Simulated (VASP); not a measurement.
A run of VASP 6.6.1 is set up as follows.

The input INCAR:

```
SYSTEM = O
PREC = Accurate
ENCUT = 520
EDIFF = 1E-7
ISMEAR = -1
SIGMA = 0.03
LREAL = .FALSE.
LASPH = .TRUE.
NELM = 80
ALGO = Normal
ISIF = 2
LWAVE = .FALSE.
LCHARG = .FALSE.
GGA = PS
NBANDS = 20
```

KPOINTS

```
regular mesh
0
G
  13 13 5
  0 0 0
```

The input POSCAR:

```
O
1.0
    2.5097795506      0.0000000000      0.0000000000
   -1.2548897753      2.1735328487      0.0000000000
    0.0000000000      0.0000000000      6.5750000000
O
4
Direct
    0.3333333333      0.6666666667      0.1610000000
    0.6666666667      0.3333333333      0.6610000000
    0.3333333333      0.6666666667      0.3390000000
    0.6666666667      0.3333333333      0.8390000000
```

Potentials or basis: VASP PAW PBE potentials, release 64 (O).

Command:

```console
$ cat potpaw_PBE.64/O/POTCAR > POTCAR
$ mpirun -np 1 vasp_std > vasp.out
```

**Question.** What does it give for the band gap on the k mesh?

**Answer.** Zero (bands 12 and 13 overlap by 2.19 eV).

**Question.** What does it give for the largest force?

**Answer.** 4.549 eV/Å.

**Question.** Estimate the pressure.

**Answer.** 19.5 GPa.

Forces on the atoms (eV/Å):
```
O    0.000  0.000 -4.549
O    0.000  0.000 -4.549
O    0.000  0.000  4.549
O    0.000  0.000  4.549
```

Caveat: the cell differs from its parent crystal (equal xx and yy strain of -2 %); the standard files for N, O and F lose accuracy on very short bonds; spin is off for a triplet molecule; the stress differs along the axes, from -3 to 65 GPa; this functional lacks dispersion, which holds the molecules together, so the pressure and a relaxed volume are unreliable; the PAW data sets were made with another functional, which shifts forces and pressure a little.
